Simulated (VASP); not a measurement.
# ZnCu2 (P-3m1) in VASP: notebook

Runs on ZnCu2. Level: r2SCAN. Tasks: single point.

Everything below comes from runs of VASP 6.6.1. Logs are shortened: lines on timing, memory, paths and dates and some standing lists are left out, and cuts for length are marked.

### 1 The cell of the first run

Symmetry: P-3m1, No. 164, trigonal system. The conventional cell has a = 2.566 Å, b = 2.566 Å, c = 6.199 Å, α = 90.00°, β = 90.00°, γ = 120.00°. Within 3.4 Å of Zn (site symmetry -3m) lie 6 Cu at 2.56 Å and 6 Zn at 2.57 Å. Cu (site symmetry 3m) has 9 Cu at 2.50 to 2.57 Å and 3 Zn at 2.56 Å within 3.3 Å.

### 2 Single point, r2SCAN (volume scaled by 0.97, then relaxed in part)

Input file POSCAR:

```
ZnCu2
1.0
    2.5656204818      0.0000000000      0.0000000000
   -1.2828102409      2.2218925137      0.0000000000
    0.0000000000      0.0000000000      6.1988427753
Zn Cu
1 2
Direct
    0.0000000000      0.0000000000      0.0000000000
    0.3333333333      0.6666666667      0.6626572125
    0.6666666667      0.3333333333      0.3373427875
```

Input file INCAR.step1:

```
SYSTEM = ZnCu2
ALGO     = Normal         ! electronic algorithm
EDIFF    = 1E-4           ! SCF threshold, eV
ENCUT    = 520            ! plane-wave cutoff, eV
GGA      = PE             ! functional
ISMEAR   = 0              ! smearing method
LASPH    = .True.         ! aspherical terms in the spheres
LCHARG   = .False.        ! write CHGCAR
LREAL    = .False.        ! projectors in reciprocal space
LWAVE    = .True.         ! write WAVECAR
NBANDS   = 24             ! bands
NELM     = 100            ! most SCF steps
PREC     = Accurate       ! precision mode
SIGMA    = 0.1            ! smearing width, eV
```

Input file INCAR.step2:

```
SYSTEM = ZnCu2
ALGO     = Normal         ! electronic algorithm
EDIFF    = 1E-7           ! SCF threshold, eV
ENCUT    = 520            ! plane-wave cutoff, eV
ISIF     = 2              ! what is computed and relaxed
ISMEAR   = 0              ! smearing method
ISTART   = 1            
LASPH    = .True.         ! aspherical terms in the spheres
LCHARG   = .True.         ! write CHGCAR
LELF     = .True.         ! ELF
LMIXTAU  = .True.       
LREAL    = .False.        ! projectors in reciprocal space
LVHAR    = .True.       
LWAVE    = .False.        ! write WAVECAR
METAGGA  = R2SCAN         ! meta-GGA
NBANDS   = 24             ! bands
NELM     = 100            ! most SCF steps
PREC     = Accurate       ! precision mode
SIGMA    = 0.1            ! smearing width, eV
```

Input file KPOINTS:

```
k-points
0
Gamma
  18 18 8
  0 0 0
```

Potentials or basis: VASP PAW PBE potentials, release 64 (Zn, Cu).

On the command line:

```console
$ cat potpaw_PBE.64/Zn/POTCAR potpaw_PBE.64/Cu/POTCAR > POTCAR
$ cp INCAR.step1 INCAR
$ mpirun -np 1 vasp_std > vasp.out
$ cp INCAR.step2 INCAR
$ mpirun -np 1 vasp_std > vasp.out
```

OUTCAR:

```text
SYSTEM = ZnCu2
   EDIFF = 1E-7
   ENCUT = 520
   ISIF = 2
   ISMEAR = 0
   ISTART = 1
   LASPH = .True.
   LREAL = .False.
   METAGGA = R2SCAN
   NELM = 100
   PREC = Accurate

 ion  position               nearest neighbor table
   1  0.000  0.000  0.000-   2 2.56   3 2.56   2 2.56   3 2.56   3 2.56   2 2.56
   2  0.333  0.667  0.663-   3 2.50   3 2.50   3 2.50   1 2.56   1 2.56   1 2.56
   3  0.667  0.333  0.337-   2 2.50   2 2.50   2 2.50   1 2.56   1 2.56   1 2.56

  LATTYP: Found a hexagonal cell.
 ALAT       =     2.5656204818
 C/A-ratio  =     2.4161183695

  Lattice vectors:

 A1 = (   2.5656204818,   0.0000000000,   0.0000000000)
 A2 = (  -1.2828102409,   2.2218925137,   0.0000000000)
 A3 = (   0.0000000000,   0.0000000000,   6.1988427753)

Analysis of symmetry for initial positions (statically):
=====================================================================
 Subroutine PRICEL returns:
 Original cell was already a primitive cell.

 Routine SETGRP: Setting up the symmetry group for a
 hexagonal supercell.

 Subroutine GETGRP returns: Found 12 space group operations
 (whereof 12 operations were pure point group operations)
 out of a pool of 24 trial point group operations.

The static configuration has the point symmetry D_3d.

Analysis of symmetry for dynamics (positions and initial velocities):
=====================================================================
 Subroutine PRICEL returns:
 Original cell was already a primitive cell.

 Routine SETGRP: Setting up the symmetry group for a
 hexagonal supercell.

 Subroutine GETGRP returns: Found 12 space group operations
 (whereof 12 operations were pure point group operations)
 out of a pool of 24 trial point group operations.

The dynamic configuration has the point symmetry D_3d.

 Subroutine INISYM returns: Found 12 space group operations
 (whereof 12 operations are pure point group operations),
 and found     1 'primitive' translations

----------------------------------------------------------------------------------------

                                     Primitive cell

  volume of cell :      35.3367

  direct lattice vectors                    reciprocal lattice vectors
     2.565620482  0.000000000  0.000000000     0.389769261  0.225033388  0.000000000
    -1.282810241  2.221892514  0.000000000     0.000000000  0.450066776  0.000000000
     0.000000000  0.000000000  6.198842775     0.000000000  0.000000000  0.161320433

  length of vectors
     2.565620482  2.565620482  6.198842775     0.450066776  0.450066776  0.161320433

  position of ions in fractional coordinates (direct lattice)
     0.000000000  0.000000000  0.000000000
     0.333333333  0.666666667  0.662657213
     0.666666667  0.333333333  0.337342787

  ion indices of the primitive-cell ions
   primitive index   ion index
                 1           1
                 2           2
                 3           3

----------------------------------------------------------------------------------------

 KPOINTS: k-points

Automatic generation of k-mesh.
 Grid dimensions read from file:
 generate k-points for:   18   18    8

 Generating k-lattice:

  Cartesian coordinates                     Fractional coordinates (reciprocal lattice)
     0.021653848  0.012501855  0.000000000     0.055555556  0.000000000  0.000000000
     0.000000000  0.025003710  0.000000000     0.000000000  0.055555556  0.000000000
     0.000000000  0.000000000  0.020165054     0.000000000  0.000000000  0.125000000

  Length of vectors
     0.025003710  0.025003710  0.020165054

  Shift w.r.t. Gamma in fractional coordinates (k-lattice)
     0.000000000  0.000000000  0.000000000

 Subroutine IBZKPT returns following result:
 ===========================================

 Found    266 irreducible k-points:

 Following reciprocal coordinates:
            Coordinates               Weight
  0.000000  0.000000  0.000000      1.000000
  0.055556  0.000000  0.000000      6.000000
  0.111111  0.000000  0.000000      6.000000
  0.166667  0.000000  0.000000      6.000000
  0.222222  0.000000  0.000000      6.000000
  0.277778  0.000000  0.000000      6.000000
[... 16 lines left out ...]
  0.333333  0.111111  0.000000     12.000000
  0.388889  0.111111  0.000000     12.000000
 [... further k-points ...]
   k-points           NKPTS =    266   k-points in BZ     NKDIM =    266   number of bands    NBANDS=     24
   number of dos      NEDOS =    301   number of ions     NIONS =      3
   total plane-waves  NPLWV =  19200
   dimension x,y,z NGX =    20 NGY =   20 NGZ =   48
   dimension x,y,z NGXF=    40 NGYF=   40 NGZF=   96
   ions per type =               1   2
   NGX,Y,Z   is equivalent  to a cutoff of  12.96, 12.96, 12.87 a.u.
   NGXF,Y,Z  is equivalent  to a cutoff of  25.92, 25.92, 25.75 a.u.
 SYSTEM =  ZnCu2
   PREC   = accura    normal or accurate (medium, high low for compatibility)
   ISTART =      1    job   : 0-new  1-cont  2-samecut
   ICHARG =      0    charge: 1-file 2-atom 10-const
   ISPIN  =      1    spin polarized calculation?
   LNONCOLLINEAR =      F non collinear calculations
   LSORBIT =      F    spin-orbit coupling
   LASPH  =      T    aspherical Exc in radial PAW
   ENCUT  =  520.0 eV  38.22 Ry    6.18 a.u.   4.77  4.77 11.53*2*pi/ulx,y,z
   NELM   =    100;   NELMIN=  2; NELMDL=  0     # of ELM steps
   EDIFF  = 0.1E-06   stopping-criterion for ELM
   LREAL  =      F    real-space projection
   EDIFFG = 0.1E-05   stopping-criterion for IOM
   NSW    =      0    number of steps for IOM
   IBRION =     -1    ionic relax: 0-MD 1-quasi-New 2-CG
   NFREE  =      0    steps in history (QN), initial steepest desc. (CG)
   ISIF   =      2    stress and relaxation
   ISYM   =      2    0-nonsym 1-usesym 2-fastsym
   POTIM  = 0.5000    time-step for ionic-motion
   TEBEG  =    0.0;   TEEND  =   0.0 temperature during run
   PSTRESS=    0.0 pullay stress
   NELECT =      34.0000    total number of electrons
   NUPDOWN=      -1.0000    fix difference up-down
   EMIN   =  10.00;   EMAX   =-10.00  energy-range for DOS
   EFERMI =   0.00;   METHOD = LEGACY
   ISMEAR =     0;   SIGMA  =   0.10  broadening in eV -4-tet -1-fermi 0-gaus
   EFERMI_NEDOS =   21; number of points for ismear=-14 and -15
   IALGO  =     38    algorithm
   IMIX   =      4    mixing-type and parameters
     AMIX     =   0.40;   BMIX     =  1.00
     AMIX_MAG =   1.60;   BMIX_MAG =  1.00
  volume/ion in A,a.u.               =      11.78        79.49
  Fermi-wavevector in a.u.,A,eV,Ry     =   1.616190  3.054156 35.539376  2.612070
  Thomas-Fermi vector in A             =   2.710816
   LORBIT       =      0    0 simple, 1 ext, 2 COOP (PROOUT), +10 PAW based schemes
   METAGGA = R2SCAN    functional components
   LHFCALC =     F    Hartree Fock is set to
   AEXX    =    0.0000 exact exchange contribution
   IVDW    =     0    specifies the selected vdW correction
   LEPSILON=     F    determine dielectric tensor
   LRPA    =     F    only Hartree local field effects (RPA)
 non-spin polarized calculation
 Gauss-broadening in eV      SIGMA  =   0.10
  energy-cutoff  :      520.00
  volume of cell :       35.34
 maximum number of plane-waves:       972
   NGX =  9   NGY =  9   NGZ = 23

 number of electron      34.0000014 magnetization

 Free energy of the ion-electron system (eV)
  ---------------------------------------------------
  ext. energy  EPLUGINS =         0.00000000
  ---------------------------------------------------
  free energy    TOTEN  =       -30.64451206 eV

  energy without entropy =      -30.64085786  energy(sigma->0) =      -30.64268496

 E-fermi :   6.6581     XC(G=0): -13.9568

 val. band max:        6.6561989932   @ k =   0.4444   0.1111   0.3750
 cond. band min:       6.6625182844   @ k =   0.4444   0.0556   0.1250
 fundamental gap:      0.0063192912
 Fermi energy:         6.6580670560

 k-point     1 :       0.0000    0.0000    0.0000
  band No.  band energies     occupation
      1      -4.5575      2.00000
      2      -2.3371      2.00000
      3      -1.5813      2.00000
      4      -1.5811      2.00000
      5      -0.9846      2.00000
      6      -0.9845      2.00000
[... 16 lines left out ...]
     23      28.1344      0.00000
     24      28.6024      0.00000

 k-point     2 :       0.0556    0.0000    0.0000
  band No.  band energies     occupation
      1      -4.4541      2.00000
      2      -2.2949      2.00000
      3      -1.5977      2.00000
      4      -1.5550      2.00000
      5      -1.0703      2.00000
      6      -0.9899      2.00000
[... 16 lines left out ...]
     23      27.3374      0.00000
     24      28.7364      0.00000

 k-point     3 :       0.1111    0.0000    0.0000
  band No.  band energies     occupation
      1      -4.1480      2.00000
      2      -2.1807      2.00000
      3      -1.6397      2.00000
      4      -1.4787      2.00000
      5      -1.2450      2.00000
      6      -1.0052      2.00000
[... 16 lines left out ...]
     23      26.1006      0.00000
     24      26.5612      0.00000

 k-point     4 :       0.1667    0.0000    0.0000
  band No.  band energies     occupation
      1      -3.6550      2.00000
      2      -2.0357      2.00000
      3      -1.6759      2.00000
      4      -1.4334      2.00000
      5      -1.3600      2.00000
      6      -1.0287      2.00000
[... 16 lines left out ...]
     23      23.7805      0.00000
     24      24.0554      0.00000

 k-point     5 :       0.2222    0.0000    0.0000
  band No.  band energies     occupation
      1      -3.0310      2.00000
      2      -1.9233      2.00000
      3      -1.6302      2.00000
      4      -1.6030      2.00000
      5      -1.2116      2.00000
      6      -1.0569      2.00000
[... 16 lines left out ...]
     23      21.5117      0.00000
     24      22.0807      0.00000

 k-point     6 :       0.2778    0.0000    0.0000
  band No.  band energies     occupation
      1      -2.5216      2.00000
      2      -1.7704      2.00000
      3      -1.7410      2.00000
      4      -1.3673      2.00000
      5      -1.0942      2.00000
      6      -1.0418      2.00000
[... 16 lines left out ...]
     23      19.0981      0.00000
     24      20.9598      0.00000
[... 379 lines left out ...]
 k-point    21 :       0.2222    0.1111    0.0000
  band No.  band energies     occupation
      1      -2.2779      2.00000
      2      -1.7804      2.00000
      3      -1.7051      2.00000
      4      -1.6111      2.00000
      5      -1.1413      2.00000
      6      -0.7337      2.00000
[... 16 lines left out ...]
     23      19.0686      0.00000
     24      19.3523      0.00000

 k-point    22 :       0.2778    0.1111    0.0000
  band No.  band energies     occupation
      1      -2.2416      2.00000
      2      -1.8809      2.00000
      3      -1.4967      2.00000
      4      -1.2875      2.00000
      5      -1.1809      2.00000
      6      -0.1265      2.00000
[... 16 lines left out ...]
     23      17.9920      0.00000
     24      18.3317      0.00000

 k-point    23 :       0.3333    0.1111    0.0000
  band No.  band energies     occupation
      1      -2.3020      2.00000
      2      -1.9570      2.00000
      3      -1.4030      2.00000
      4      -1.2216      2.00000
      5      -1.0263      2.00000
      6       0.7501      2.00000
[... 16 lines left out ...]
     23      18.7953      0.00000
     24      19.4076      0.00000

 k-point    24 :       0.3889    0.1111    0.0000
  band No.  band energies     occupation
      1      -2.3511      2.00000
      2      -2.0036      2.00000
      3      -1.3476      2.00000
      4      -1.2439      2.00000
      5      -0.8984      2.00000
      6       1.4288      2.00000
[... 16 lines left out ...]
     23      19.6134      0.00000
     24      20.5018      0.00000

 [... further k-points ...]

------------------------ aborting loop because EDIFF is reached ----------------------------------------

  FORCE on cell =-STRESS in cart. coord.  units (eV):
  Direction    XX          YY          ZZ          XY          YZ          ZX
  --------------------------------------------------------------------------------------
  -------------------------------------------------------------------------------------
  Total        1.1638207      1.1638207      1.1687557      0.0000000      0.0000000      0.0000000
  in kB       52.7679919     52.7679919     52.9917490      0.0000000      0.0000000      0.0000000
  external PRESSURE =      52.8425776 kB  Pullay stress =       0.0000000 kB

 VOLUME and BASIS-vectors are now :
 -----------------------------------------------------------------------------
  energy-cutoff  :      520.00
  volume of cell :       35.34
      direct lattice vectors                 reciprocal lattice vectors
     2.565620482  0.000000000  0.000000000     0.389769261  0.225033388  0.000000000
    -1.282810241  2.221892514  0.000000000     0.000000000  0.450066776  0.000000000
     0.000000000  0.000000000  6.198842775     0.000000000  0.000000000  0.161320433

 POSITION                                       TOTAL-FORCE (eV/Angst)
 -----------------------------------------------------------------------------------
      0.00000      0.00000      0.00000        -0.000000      0.000000      0.000000
     -0.00000      1.48126      4.10771        -0.000000      0.000000     -0.020900
      1.28281      0.74063      2.09113         0.000000     -0.000000      0.020900
 -----------------------------------------------------------------------------------
    total drift:                                0.000000      0.000000     -0.000000

  FREE ENERGIE OF THE ION-ELECTRON SYSTEM (eV)
  ---------------------------------------------------
  free  energy   TOTEN  =       -30.6445120587 eV

  energy  without entropy=      -30.6408578566  energy(sigma->0) =      -30.64268496
```

Run time: 20 min. Hardware: 1 thread of AMD EPYC 7R43 (Zen 3), shared host; peak memory 0.28 GiB.

Results:

```yaml
Free_energy: -30.6445 eV
Pressure: 5.3 GPa
Largest_force: 0.021 eV/Å
Band_gap_on_the_k_mesh: zero (band 17 reaches 8.85 eV, above the bottom of band 18 at 4.37 eV)
```

Forces on the atoms (eV/Å):
```
Zn   0.000  0.000  0.000
Cu   0.000  0.000 -0.021
Cu   0.000  0.000  0.021
```

Caveat: the cell differs from its parent crystal (volume scaled by 0.97, then relaxed in part); the PAW data sets were made with another functional, which shifts forces and pressure a little.

### 3 Single point, r2SCAN

This run uses another cell than the first one, of 12.14 Å³/atom, 1.031 times its volume.

Input file POSCAR:

```
ZnCu2
1.0
    2.5923273241      0.0000000000      0.0000000000
   -1.2961636621      2.2450213176      0.0000000000
    0.0000000000      0.0000000000      6.2595633620
Zn Cu
1 2
Direct
    0.0000000000      0.0000000000      0.0000000000
    0.3333333333      0.6666666667      0.6623329253
    0.6666666667      0.3333333333      0.3376670747
```

Input file INCAR.step1:

```
SYSTEM = ZnCu2
PREC = Accurate
ENCUT = 520
ISMEAR = -5
SIGMA = 0.1
LREAL = .False.
LASPH = .True.
NELM = 100
LMAXMIX = 4
GGA = PE
ALGO = Normal
EDIFF = 1E-4
LWAVE = .True.
LCHARG = .False.
```

Input file INCAR.step2:

```
SYSTEM = ZnCu2
PREC = Accurate
ENCUT = 520
EDIFF = 1E-6
ISMEAR = 0
SIGMA = 0.1
LREAL = .False.
LASPH = .True.
NELM = 100
ALGO = Normal
ISIF = 2
LWAVE = .False.
LCHARG = .False.
LMAXMIX = 4
METAGGA = R2SCAN
LMIXTAU = .True.
LORBIT = 11
ISTART = 1
```

Input file KPOINTS:

```
regular mesh
0
Gamma
  18 18 8
  0 0 0
```

Potentials or basis: VASP PAW PBE potentials, release 64 (Zn, Cu).

On the command line:

```console
$ cat potpaw_PBE.64/Zn/POTCAR potpaw_PBE.64/Cu/POTCAR > POTCAR
$ cp INCAR.step1 INCAR
$ mpirun -np 1 vasp_std > vasp.out
$ cp INCAR.step2 INCAR
$ mpirun -np 1 vasp_std > vasp.out
```

It took 5.8 min on 1 thread of AMD EPYC 9R45 (Zen 5), shared host; peak memory 0.29 GiB.

It converged, with:

```yaml
Free_energy: -30.6642 eV
Pressure: 0.5 GPa
Largest_force: 0.014 eV/Å
Band_gap_on_the_k_mesh: zero (band 17 reaches 8.48 eV, above the bottom of band 18 at 4.09 eV)
Valence_electrons_inside_the_program's_atomic_spheres: Zn 10.91; Cu 10.05
```

Forces on the atoms (eV/Å):
```
Zn   0.000  0.000  0.000
Cu   0.000  0.000 -0.014
Cu   0.000  0.000  0.014
```

Levels at points of the mesh, in eV from the Fermi level:
| k point | band 13 | band 14 | band 15 | band 16 | band 17 | band 18 | band 19 | band 20 | band 21 |
| --- | --- | --- | --- | --- | --- | --- | --- | --- | --- |
| (0.00, 0.00, 0.00) | -3.17 | -3.17 | -2.58 | -2.58 | -2.23 | -2.23 | 7.25 | 8.30 | 20.59 |
| (0.50, 0.00, 0.00) | -2.28 | -1.96 | -1.90 | -0.93 | -0.81 | 0.73 | 2.95 | 4.47 | 5.80 |
| (0.00, 0.00, 0.50) | -3.20 | -2.60 | -2.60 | -2.21 | -2.21 | -1.92 | 2.52 | 16.15 | 16.49 |
| (0.50, 0.00, 0.50) | -2.35 | -2.21 | -1.96 | -1.90 | -0.46 | 0.21 | 2.41 | 7.84 | 8.13 |

Caveat: the PAW data sets were made with another functional, which shifts forces and pressure a little.

(Part 1 of 2 ends here.)
